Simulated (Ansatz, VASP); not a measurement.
**Sr2TeO in VASP and in Ansatz**

```xyz
4
Lattice="2.1162 1.2218 7.2328 -2.1162 1.2218 7.2328 0.0000 -2.4436 7.2328" Properties=species:S:1:pos:R:3 pbc="T T T"
O     2.1162    1.2218    7.2328
Te    0.0000    0.0000   10.8493
Sr    0.0000    0.0000    5.8083
Sr    0.0000    0.0000   15.8902
```

Alike in both runs: task single point; functional PBE; k mesh 6 × 6 × 6; no spin polarisation.

|  | VASP | Ansatz |
| --- | --- | --- |
| version | VASP 6.6.1 | Ansatz 0.2.0 |
| potentials or method | VASP PAW PBE potentials, release 64 (O, Te, Sr_sv) | plane waves, PAW |
| plane-wave cutoff (eV) | 520 | 420 |
| occupations | gaussian, width 0.01 eV | fixed |
| valence electrons in the cell | 32 | 42 |

```tsv
	VASP	Ansatz	Ansatz less VASP
gap on the k mesh at the Fermi level (eV)	0.93	0.94	+0.003
pressure (GPa)	-2.4	-2.5	-0.15
traceless stress, the component that is largest in VASP (GPa)	-0.08	-0.10	-0.011
rms of the force components (eV/Å)	0.053	0.053	0.0000
```

Atom by atom the forces differ by 0.000 eV/Å (rms over components). VASP's potentials hold 32 valence electrons a cell and Ansatz's 42, so a difference there can come from the potentials and not from the codes.

Spin-orbit coupling is off throughout.
